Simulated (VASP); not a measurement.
Input of a VASP 6.6.1 run:

Contents of INCAR:

```
SYSTEM = TiPt3
PREC     = Accurate       ! precision mode
ENCUT    = 500            ! plane-wave cutoff, eV
EDIFF    = 1E-6           ! SCF threshold, eV
ISMEAR   = 0              ! smearing method
SIGMA    = 0.1            ! smearing width, eV
LREAL    = .False.        ! projectors in reciprocal space
LASPH    = .True.         ! aspherical terms in the spheres
NELM     = 120            ! most SCF steps
ALGO     = Normal         ! electronic algorithm
ISIF     = 2              ! what is computed and relaxed
LWAVE    = .False.        ! write WAVECAR
LCHARG   = .True.         ! write CHGCAR
GGA      = PE             ! functional
LELF     = .True.         ! ELF
LVHAR    = .True.       
NBANDS   = 29             ! bands
GGA_COMPAT= .False.
```

Contents of KPOINTS:

```
Automatic mesh
0
Gamma
  12 12 12
  0 0 0
```

The input POSCAR:

```
TiPt3
1.0
    3.8970000000      0.0000000000      0.0000000000
    0.0000000000      3.8970000000      0.0000000000
    0.0000000000      0.0000000000      3.8970000000
Ti Pt
1 3
Direct
    0.0000000000      0.0000000000      0.0000000000
    0.0000000000      0.5000000000      0.5000000000
    0.5000000000      0.0000000000      0.5000000000
    0.5000000000      0.5000000000      0.0000000000
```

Potentials or basis: VASP PAW PBE potentials, release 64 (Ti_sv, Pt).

Run with:

```console
$ cat potpaw_PBE.64/Ti_sv/POTCAR potpaw_PBE.64/Pt/POTCAR > POTCAR
$ mpirun -np 1 vasp_std > vasp.out
```

Task: Estimate the pressure.

Result: 9.7 GPa.

Task: Predict the band gap on the k mesh.

Result: Zero (bands 21 and 22 overlap by 1.84 eV).

Caveat: the cell stands under pressure; spin-orbit coupling is left out, which moves the levels of the heavy elements.
